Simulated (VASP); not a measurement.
W, 4 atoms in the cell. It takes space group P6_3/mmc (No. 194, hexagonal). Conventional cell: a = 2.893 Å, b = 2.893 Å, c = 10.194 Å, α = 90.00°, β = 90.00°, γ = 120.00°. W (site symmetry -3m) has 12 W at 2.89 to 3.05 Å within 3.8 Å. W (site symmetry -6m2) has 12 W at 2.89 to 3.05 Å within 3.8 Å. This isn't the form of W at room conditions, which is bcc.

```yaml
Program: VASP 6.6.1
Task: single point
Functional: PBE
Potentials_or_basis: VASP PAW PBE potentials, release 64 (W_sv)
Cutoff: 520 eV
k_mesh: 15 × 15 × 4
Occupations: fermi-dirac, width 0.1 eV
Spin: no spin polarisation
Dipole_correction: no
Further_INCAR_settings: ALGO = Normal; EDIFF = 1e-07; NBANDS = 36
```

Potentials or basis: VASP PAW PBE potentials, release 64 (W_sv).

Run with:

```sh
$ cat potpaw_PBE.64/W_sv/POTCAR > POTCAR
$ mpirun -np 1 vasp_std > vasp.out
```

Hardware: 1 thread of Intel(R) Xeon(R) Platinum 8259CL CPU @ 2.50GHz (Skylake/Cascade Lake), with other jobs on the host.

Q: Estimate the wall time of this run.

A: It took 3.4 min on 1 thread of Intel(R) Xeon(R) Platinum 8259CL CPU @ 2.50GHz (Skylake/Cascade Lake), on a shared host, peak memory 0.3 GiB. Counts: scf iterations 16, k points 81.
